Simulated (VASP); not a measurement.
Runs of VASP 6.6.1 on Cu. The structure is that of space group P6_3/mmc (No. 194), or close to it. The cells are those of the table. 

```csv
cell,gap on the mesh (eV),pressure (GPa)
"a = 2.632, b = 2.632, c = 4.271 Å, angles 90.0, 90.0, 120.0°, 2 atoms",none,(a)
"a = 2.534, b = 2.534, c = 4.113 Å, angles 90.0, 90.0, 120.0°, 2 atoms",none,-1.1
"a = 2.500, b = 2.500, c = 4.057 Å, angles 90.0, 90.0, 120.0°, 2 atoms",none,(b)
"a = 2.428, b = 2.428, c = 3.941 Å, angles 90.0, 90.0, 120.0°, 2 atoms",none,27.1
"a = 2.600, b = 2.600, c = 4.219 Å, angles 90.0, 90.0, 120.0°, 2 atoms",none,-11.2
```

Alike in all rows: task single point; level PBEsol; potentials or basis VASP PAW PBE potentials, release 64 (Cu); no spin polarisation; k mesh 13 × 13 × 7; cutoff (eV) 520; smearing methfessel-paxton 0.15 eV.

**Question.** Estimate the missing entries.

**Answer.** (a) -14.7; (b) 6.1.

Caveats: the PAW data sets were made with another functional, which shifts forces and pressure a little.

A gap of «none» marks levels without a gap at the run's occupations.
